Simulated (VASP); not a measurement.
# Ge (P6/mmm) in VASP: further runs

The runs below take Ge through single point, relaxation of cell and atoms, with LDA.

Everything below comes from runs of VASP 6.6.1. Logs are shortened: lines on timing, memory, paths and dates and some standing lists are left out, and cuts for length are marked.

**1. The cell of the first run**

It takes space group P6/mmm (No. 191, hexagonal). Conventional cell: a = 4.795 Å, b = 4.795 Å, c = 2.709 Å, α = 90.00°, β = 90.00°, γ = 120.00°. Ge (site symmetry 6/mmm) has 14 Ge at 2.71 to 3.08 Å within 3.6 Å. Within 3.6 Å of Ge (site symmetry -6m2) lie 11 Ge at 2.71 to 3.08 Å.

**2. Single point, LDA**

The input, INCAR:

```
SYSTEM = Ge
ALGO     = Normal         ! electronic algorithm
EDIFF    = 1E-6           ! SCF threshold, eV
ENCUT    = 520            ! plane-wave cutoff, eV
ISIF     = 2              ! what is computed and relaxed
ISMEAR   = -1             ! smearing method
LASPH    = .TRUE.         ! aspherical terms in the spheres
LCHARG   = .TRUE.         ! write CHGCAR
LELF     = .TRUE.         ! ELF
LREAL    = .FALSE.        ! projectors in reciprocal space
LVHAR    = .TRUE.       
LWAVE    = .FALSE.        ! write WAVECAR
NBANDS   = 28             ! bands
NELM     = 100            ! most SCF steps
PREC     = Accurate       ! precision mode
SIGMA    = 0.1            ! smearing width, eV
```

The input, KPOINTS:

```
k-points
0
G
  10 10 15
  0 0 0
```

The input, POSCAR:

```
Ge
1.0
    4.7947651100      0.0000000000      0.0000000000
   -2.3973825550      4.1523883905      0.0000000000
    0.0000000000      0.0000000000      2.7091064684
Ge
3
Direct
    1.0000000000      0.0000000000      1.0000000000
    0.3333333333      0.6666666667      0.5000000000
    0.6666666667      0.3333333333      0.5000000000
```

Potentials or basis: VASP PAW LDA potentials, release 64 (Ge_d).

On the command line:

```sh
cat potpaw_LDA.64/Ge_d/POTCAR > POTCAR
mpirun -np 1 vasp_std > vasp.out
```

OUTCAR:

```text
SYSTEM = Ge
   EDIFF = 1E-6
   ENCUT = 520
   ISIF = 2
   ISMEAR = -1
   LASPH = .TRUE.
   LREAL = .FALSE.
   NELM = 100
   PREC = Accurate

 ion  position               nearest neighbor table
   1  0.000  0.000  0.000-
   2  0.333  0.667  0.500-   3 2.77   3 2.77   3 2.77
   3  0.667  0.333  0.500-   2 2.77   2 2.77   2 2.77

  LATTYP: Found a hexagonal cell.
 ALAT       =     4.7947651100
 C/A-ratio  =     0.5650133857

  Lattice vectors:

 A1 = (   4.7947651100,   0.0000000000,   0.0000000000)
 A2 = (  -2.3973825550,   4.1523883905,   0.0000000000)
 A3 = (   0.0000000000,   0.0000000000,   2.7091064684)

Analysis of symmetry for initial positions (statically):
=====================================================================
 Subroutine PRICEL returns:
 Original cell was already a primitive cell.

 Routine SETGRP: Setting up the symmetry group for a
 hexagonal supercell.

 Subroutine GETGRP returns: Found 24 space group operations
 (whereof 24 operations were pure point group operations)
 out of a pool of 24 trial point group operations.

The static configuration has the point symmetry D_6h.

Analysis of symmetry for dynamics (positions and initial velocities):
=====================================================================
 Subroutine PRICEL returns:
 Original cell was already a primitive cell.

 Routine SETGRP: Setting up the symmetry group for a
 hexagonal supercell.

 Subroutine GETGRP returns: Found 24 space group operations
 (whereof 24 operations were pure point group operations)
 out of a pool of 24 trial point group operations.

The dynamic configuration has the point symmetry D_6h.

 Subroutine INISYM returns: Found 24 space group operations
 (whereof 24 operations are pure point group operations),
 and found     1 'primitive' translations

----------------------------------------------------------------------------------------

                                     Primitive cell

  volume of cell :      53.9376

  direct lattice vectors                    reciprocal lattice vectors
     4.794765110  0.000000000  0.000000000     0.208560790  0.120412628  0.000000000
    -2.397382555  4.152388390  0.000000000     0.000000000  0.240825257  0.000000000
     0.000000000  0.000000000  2.709106468     0.000000000  0.000000000  0.369125397

  length of vectors
     4.794765110  4.794765110  2.709106468     0.240825257  0.240825257  0.369125397

  position of ions in fractional coordinates (direct lattice)
     0.000000000  0.000000000  0.000000000
     0.333333333  0.666666667  0.500000000
     0.666666667  0.333333333  0.500000000

  ion indices of the primitive-cell ions
   primitive index   ion index
                 1           1
                 2           2
                 3           3

----------------------------------------------------------------------------------------

 KPOINTS: k-points

Automatic generation of k-mesh.
 Grid dimensions read from file:
 generate k-points for:   10   10   15

 Generating k-lattice:

  Cartesian coordinates                     Fractional coordinates (reciprocal lattice)
     0.020856079  0.012041263  0.000000000     0.100000000  0.000000000  0.000000000
     0.000000000  0.024082526  0.000000000     0.000000000  0.100000000  0.000000000
     0.000000000  0.000000000  0.024608360     0.000000000  0.000000000  0.066666667

  Length of vectors
     0.024082526  0.024082526  0.024608360

  Shift w.r.t. Gamma in fractional coordinates (k-lattice)
     0.000000000  0.000000000  0.000000000

 Subroutine IBZKPT returns following result:
 ===========================================

 Found    112 irreducible k-points:

 Following reciprocal coordinates:
            Coordinates               Weight
  0.000000  0.000000  0.000000      1.000000
  0.100000  0.000000  0.000000      6.000000
  0.200000  0.000000  0.000000      6.000000
  0.300000 -0.000000  0.000000      6.000000
  0.400000 -0.000000  0.000000      6.000000
  0.500000 -0.000000  0.000000      3.000000
[... 16 lines left out ...]
  0.300000  0.100000  0.066667     24.000000
  0.400000  0.100000  0.066667     24.000000
 [... further k-points ...]
   k-points           NKPTS =    112   k-points in BZ     NKDIM =    112   number of bands    NBANDS=     28
   number of dos      NEDOS =    301   number of ions     NIONS =      3
   total plane-waves  NPLWV =  25920
   dimension x,y,z NGX =    36 NGY =   36 NGZ =   20
   dimension x,y,z NGXF=    72 NGYF=   72 NGZF=   40
   ions per type =               3
   NGX,Y,Z   is equivalent  to a cutoff of  12.48, 12.48, 12.27 a.u.
   NGXF,Y,Z  is equivalent  to a cutoff of  24.96, 24.96, 24.55 a.u.
 SYSTEM =  Ge
   PREC   = accura    normal or accurate (medium, high low for compatibility)
   ISTART =      0    job   : 0-new  1-cont  2-samecut
   ICHARG =      2    charge: 1-file 2-atom 10-const
   ISPIN  =      1    spin polarized calculation?
   LNONCOLLINEAR =      F non collinear calculations
   LSORBIT =      F    spin-orbit coupling
   LASPH  =      T    aspherical Exc in radial PAW
   ENCUT  =  520.0 eV  38.22 Ry    6.18 a.u.   8.92  8.92  5.04*2*pi/ulx,y,z
   NELM   =    100;   NELMIN=  2; NELMDL= -5     # of ELM steps
   EDIFF  = 0.1E-05   stopping-criterion for ELM
   LREAL  =      F    real-space projection
   EDIFFG = 0.1E-04   stopping-criterion for IOM
   NSW    =      0    number of steps for IOM
   IBRION =     -1    ionic relax: 0-MD 1-quasi-New 2-CG
   NFREE  =      0    steps in history (QN), initial steepest desc. (CG)
   ISIF   =      2    stress and relaxation
   ISYM   =      2    0-nonsym 1-usesym 2-fastsym
   POTIM  = 0.5000    time-step for ionic-motion
   TEBEG  =    0.0;   TEEND  =   0.0 temperature during run
   PSTRESS=    0.0 pullay stress
   NELECT =      42.0000    total number of electrons
   NUPDOWN=      -1.0000    fix difference up-down
   EMIN   =  10.00;   EMAX   =-10.00  energy-range for DOS
   EFERMI =   0.00;   METHOD = LEGACY
   ISMEAR =    -1;   SIGMA  =   0.10  broadening in eV -4-tet -1-fermi 0-gaus
   EFERMI_NEDOS =   21; number of points for ismear=-14 and -15
   IALGO  =     38    algorithm
   IMIX   =      4    mixing-type and parameters
     AMIX     =   0.40;   BMIX     =  1.00
     AMIX_MAG =   1.60;   BMIX_MAG =  1.00
  volume/ion in A,a.u.               =      17.98       121.33
  Fermi-wavevector in a.u.,A,eV,Ry     =   1.506124  2.846162 30.863595  2.268410
  Thomas-Fermi vector in A             =   2.616883
   LORBIT       =      0    0 simple, 1 ext, 2 COOP (PROOUT), +10 PAW based schemes
   GGA     = CA    functional components
   LHFCALC =     F    Hartree Fock is set to
   AEXX    =    0.0000 exact exchange contribution
   IVDW    =     0    specifies the selected vdW correction
   LEPSILON=     F    determine dielectric tensor
   LRPA    =     F    only Hartree local field effects (RPA)
 non-spin polarized calculation
  energy-cutoff  :      520.00
  volume of cell :       53.94
 maximum number of plane-waves:      1468
 NGX is ok and might be reduce to    36
   NGX = 17   NGY = 17   NGZ = 11

 number of electron      42.0000009 magnetization

 Free energy of the ion-electron system (eV)
  ---------------------------------------------------
  ext. energy  EPLUGINS =         0.00000000
  ---------------------------------------------------
  free energy    TOTEN  =       -14.69011355 eV

  energy without entropy =      -14.64349462  energy(sigma->0) =      -14.66680409

 E-fermi :   7.0152     XC(G=0): -11.8131

 val. band max:        7.0135502517   @ k =   0.2000   0.1000   0.4000
 cond. band min:       7.0344478600   @ k =   0.2000   0.1000   0.0667
 fundamental gap:      0.0208976083
 Fermi energy:         7.0151574281

 k-point     1 :       0.0000    0.0000    0.0000
  band No.  band energies     occupation
      1     -18.0083      2.00000
      2     -17.9172      2.00000
      3     -17.9172      2.00000
      4     -17.8574      2.00000
      5     -17.8574      2.00000
      6     -17.8262      2.00000
[... 20 lines left out ...]
     27      17.8114      0.00000
     28      17.9488      0.00000

 k-point     2 :       0.1000    0.0000    0.0000
  band No.  band energies     occupation
      1     -18.0081      2.00000
      2     -17.9175      2.00000
      3     -17.9175      2.00000
      4     -17.8576      2.00000
      5     -17.8574      2.00000
      6     -17.8255      2.00000
[... 20 lines left out ...]
     27      17.6516      0.00000
     28      17.7970      0.00000

 k-point     3 :       0.2000    0.0000    0.0000
  band No.  band energies     occupation
      1     -18.0077      2.00000
      2     -17.9185      2.00000
      3     -17.9185      2.00000
      4     -17.8579      2.00000
      5     -17.8571      2.00000
      6     -17.8233      2.00000
[... 20 lines left out ...]
     27      17.1357      0.00000
     28      17.4979      0.00000

 k-point     4 :       0.3000   -0.0000    0.0000
  band No.  band energies     occupation
      1     -18.0071      2.00000
      2     -17.9203      2.00000
      3     -17.9196      2.00000
      4     -17.8583      2.00000
      5     -17.8566      2.00000
      6     -17.8196      2.00000
[... 578 lines left out ...]
     27      16.1708      0.00000
     28      18.5182      0.00000

 k-point    23 :       0.3000    0.1000    0.0667
  band No.  band energies     occupation
      1     -17.9978      2.00000
      2     -17.9209      2.00000
      3     -17.9201      2.00000
      4     -17.8622      2.00000
      5     -17.8607      2.00000
      6     -17.8077      2.00000
[... 20 lines left out ...]
     27      15.8967      0.00000
     28      18.2171      0.00000

 k-point    24 :       0.4000    0.1000    0.0667
  band No.  band energies     occupation
      1     -17.9975      2.00000
      2     -17.9222      2.00000
      3     -17.9207      2.00000
      4     -17.8623      2.00000
      5     -17.8602      2.00000
      6     -17.8033      2.00000
[... 20 lines left out ...]
     27      15.7290      0.00000
     28      16.4700      0.00000

 [... further k-points ...]

------------------------ aborting loop because EDIFF is reached ----------------------------------------

  FORCE on cell =-STRESS in cart. coord.  units (eV):
  Direction    XX          YY          ZZ          XY          YZ          ZX
  --------------------------------------------------------------------------------------
  -------------------------------------------------------------------------------------
  Total        0.0419963      0.0419963      0.1624637      0.0000000      0.0000000      0.0000000
  in kB        1.2474708      1.2474708      4.8258690      0.0000000      0.0000000      0.0000000
  external PRESSURE =       2.4402702 kB  Pullay stress =       0.0000000 kB

 VOLUME and BASIS-vectors are now :
 -----------------------------------------------------------------------------
  energy-cutoff  :      520.00
  volume of cell :       53.94
      direct lattice vectors                 reciprocal lattice vectors
     4.794765110  0.000000000  0.000000000     0.208560790  0.120412628  0.000000000
    -2.397382555  4.152388390  0.000000000     0.000000000  0.240825257  0.000000000
     0.000000000  0.000000000  2.709106468     0.000000000  0.000000000  0.369125397

 POSITION                                       TOTAL-FORCE (eV/Angst)
 -----------------------------------------------------------------------------------
      0.00000      0.00000      0.00000        -0.000000     -0.000000     -0.000000
     -0.00000      2.76826      1.35455        -0.000000      0.000000      0.000000
      2.39738      1.38413      1.35455         0.000000      0.000000     -0.000000
 -----------------------------------------------------------------------------------
    total drift:                                0.000000      0.000000     -0.000000

  FREE ENERGIE OF THE ION-ELECTRON SYSTEM (eV)
  ---------------------------------------------------
  free  energy   TOTEN  =       -14.6901135520 eV

  energy  without entropy=      -14.6434946202  energy(sigma->0) =      -14.66680409
```

Run time: 3.2 min. Hardware: 1 thread of AMD EPYC 7R13, shared host; peak memory 0.21 GiB.

Results:

| Property | Result |
| --- | --- |
| Free energy | -14.6901 eV |
| Pressure | 0.2 GPa |
| Band gap on the k mesh | zero (band 21 reaches 8.93 eV, above the bottom of band 22 at 3.58 eV) |

Stress tensor (GPa, compression positive):
```
0.12 0.00 0.00
0.00 0.12 0.00
0.00 0.00 0.48
```

**3. Relaxation of cell and atoms, LDA**

This run uses another cell than the first one, of 19.24 Å³/atom, 1.070 times its volume.

The input, INCAR:

```
PREC = Accurate
ENCUT = 600
EDIFF = 1E-6
ISMEAR = -1
SIGMA = 0.1
LREAL = F
LASPH = T
NELM = 80
ALGO = Normal
ISIF = 3
LWAVE = F
LCHARG = F
IBRION = 2
NSW = 80
EDIFFG = -0.01
```

The input, KPOINTS:

```
Automatic mesh
0
Gamma
  8 8 11
```

The input, POSCAR:

```
Ge
1.0
    4.7727297598      0.0000000000      0.0000000000
   -2.3863648799      4.1333052174      0.0000000000
    0.0000000000      0.0000000000      2.9256833427
Ge
3
Direct
    0.0000000000      0.0000000000      0.0000000000
    0.3333333333      0.6666666667      0.5000000000
    0.6666666667      0.3333333333      0.5000000000
```

Potentials or basis: VASP PAW LDA potentials, release 64 (Ge_d).

On the command line:

```sh
cat potpaw_LDA.64/Ge_d/POTCAR > POTCAR
mpirun -np 1 vasp_std > vasp.out
```

OUTCAR:

```text
PREC = Accurate
   ENCUT = 600
   EDIFF = 1E-6
   ISMEAR = -1
   LREAL = F
   LASPH = T
   NELM = 80
   ISIF = 3
   IBRION = 2
   NSW = 80
   EDIFFG = -0.01

 ion  position               nearest neighbor table
   1  0.000  0.000  0.000-
   2  0.333  0.667  0.500-   3 2.76   3 2.76   3 2.76
   3  0.667  0.333  0.500-   2 2.76   2 2.76   2 2.76

  LATTYP: Found a hexagonal cell.
 ALAT       =     4.7727297598
 C/A-ratio  =     0.6130000000

  Lattice vectors:

 A1 = (   4.7727297598,   0.0000000000,   0.0000000000)
 A2 = (  -2.3863648799,   4.1333052174,   0.0000000000)
 A3 = (   0.0000000000,   0.0000000000,   2.9256833427)

Analysis of symmetry for initial positions (statically):
[... 368 lines left out ...]
  ---------------------------------------------------
  free energy    TOTEN  =       -14.71498637 eV

  energy without entropy =      -14.67557009  energy(sigma->0) =      -14.69527823

 E-fermi :   6.9407     XC(G=0): -11.8072

 val. band max:        6.8746822306   @ k =   0.2500   0.0000   0.1818
 cond. band min:       6.9574528464   @ k =   0.1250   0.1250   0.1818
 fundamental gap:      0.0827706158
 Fermi energy:         6.9406847123

 k-point     1 :       0.0000    0.0000    0.0000
  band No.  band energies     occupation
      1     -18.0211      2.00000
      2     -17.9273      2.00000
      3     -17.9273      2.00000
      4     -17.8699      2.00000
      5     -17.8699      2.00000
      6     -17.8489      2.00000
[... 661 lines left out ...]
     24      10.8999      0.00000
     25      11.5292      0.00000

 [... further k-points ...]

------------------------ aborting loop because EDIFF is reached ----------------------------------------

  FORCE on cell =-STRESS in cart. coord.  units (eV):
  Direction    XX          YY          ZZ          XY          YZ          ZX
  --------------------------------------------------------------------------------------
  -------------------------------------------------------------------------------------
  Total        0.0092270      0.0092270      0.0013829      0.0000000      0.0000000     -0.0000000
  in kB        0.2737416      0.2737416      0.0410281      0.0000000      0.0000000     -0.0000000
  external PRESSURE =       0.1961704 kB  Pullay stress =       0.0000000 kB
[... 18 lines left out ...]
  FREE ENERGIE OF THE ION-ELECTRON SYSTEM (eV)
  ---------------------------------------------------
  free  energy   TOTEN  =       -14.7149863714 eV

  energy  without entropy=      -14.6755700925  energy(sigma->0) =      -14.69527823

 reached required accuracy - stopping structural energy minimisation
```

Wall time 13 min (1 thread of AMD EPYC 7R13, shared host); peak memory 0.19 GiB.

Results:

* Free energy: -14.7150 eV
* Relaxed volume: 18.00 Å³/atom
* Relaxed cell: a = 4.797 Å, b = 4.797 Å, c = 2.710 Å, α = 90.00°, β = 90.00°, γ = 120.00°
* Space group after relaxing (to 0.05 Å): P6/mmm (No. 191)
* Energy gained by relaxing: 36.5 meV/atom
* Ionic steps: 10
* Pressure after relaxing: 0.0 GPa
* Band gap on the k mesh: zero (band 21 reaches 8.66 eV, above the bottom of band 22 at 3.58 eV)

The path:
```tsv
step	energy change (eV)	largest force (eV/Å)	pressure (GPa)	volume (Å³)
1	0.0000	0.0000	-3.95	57.72
2	-0.0675	0.0000	0.63	53.83
3	-0.0681	0.0000	1.19	53.48
4	-0.0994	0.0000	1.31	53.22
5	-0.1049	0.0000	1.57	53.06
6	-0.1050	0.0000	1.47	53.08
7	-0.1084	0.0000	-0.51	54.49
8	-0.1094	0.0000	-0.06	54.04
9	-0.1094	0.0000	0.06	54.01
10	-0.1094	0.0000	0.02	54.00
```

Final structure:
```yaml
crystal:
  lattice:
    - [4.79687, 0.00000, 0.00000]
    - [-2.39843, 4.15421, 0.00000]
    - [0.00000, 0.00000, 2.71011]
  atoms:
    - { symbol: Ge, position: [0.00000, 0.00000, 0.00000] }
    - { symbol: Ge, position: [0.33333, 0.66667, 0.50000] }
    - { symbol: Ge, position: [0.66667, 0.33333, 0.50000] }
```

**4. Single point, LDA**

The input, INCAR:

```
ALGO = Normal ; EDIFF = 1E-6
ENCUT = 520 ; ISIF = 2
ISMEAR = -1 ; LASPH = T
LCHARG = F ; LREAL = F
LWAVE = F ; NBANDS = 28
NELM = 60 ; PREC = Accurate
SIGMA = 0.1
```

The input, KPOINTS:

```
k-points
0
Gamma
  8 8 11
```

The input, POSCAR:

```
Ge
1.0
    4.7947651100      0.0000000000      0.0000000000
   -2.3973825550      4.1523883905      0.0000000000
    0.0000000000      0.0000000000      2.7091064684
Ge
3
Direct
    1.0000000000      0.0000000000      1.0000000000
    0.3333333333      0.6666666667      0.5000000000
    0.6666666667      0.3333333333      0.5000000000
```

On the command line:

```sh
cat potpaw_LDA.64/Ge_d/POTCAR > POTCAR
mpirun -np 1 vasp_std > vasp.out
```

It took 42 s on 1 thread of Intel Xeon Platinum 8259CL at 2.50GHz (Skylake/Cascade Lake), shared host; peak memory 0.19 GiB.

Results (log left out):

```
Free energy            : -14.7139 eV
Pressure               : 0.1 GPa
Band gap on the k mesh : zero (band 21 reaches 8.67 eV, above the bottom of band 22 at 3.59 eV)
```

Levels at points of the mesh, in eV from the Fermi level:
```tsv
k point	band 18	band 19	band 20	band 21	band 22	band 23	band 24	band 25
(0.00, 0.00, 0.00)	-6.66	-3.45	-3.45	-3.37	-3.37	5.70	8.85	8.85
(0.50, 0.00, 0.00)	-8.04	-5.67	0.92	1.01	2.80	3.08	4.59	7.69
```

**5. The runs side by side**

```csv
task,cell,k mesh,cutoff (eV),gap on the mesh (eV),pressure (GPa)
single point,"a = 4.795, b = 4.795, c = 2.709 Å, angles 90.0, 90.0, 120.0°, 3 atoms",10 × 10 × 15,520,none,0.2
relaxation of cell and atoms,"relaxed from a = 4.773, b = 4.773, c = 2.926 Å, angles 90.0, 90.0, 120.0°, 3 atoms",8 × 8 × 11,600,none,0.0
single point,"a = 4.795, b = 4.795, c = 2.709 Å, angles 90.0, 90.0, 120.0°, 3 atoms",8 × 8 × 11,520,none,0.1
```

Alike in all rows: level LDA; potentials or basis VASP PAW LDA potentials, release 64 (Ge_d); no spin polarisation; smearing fermi-dirac 0.1 eV.

Total energies depend on the potentials used, so only differences within one code and one set of settings carry meaning.
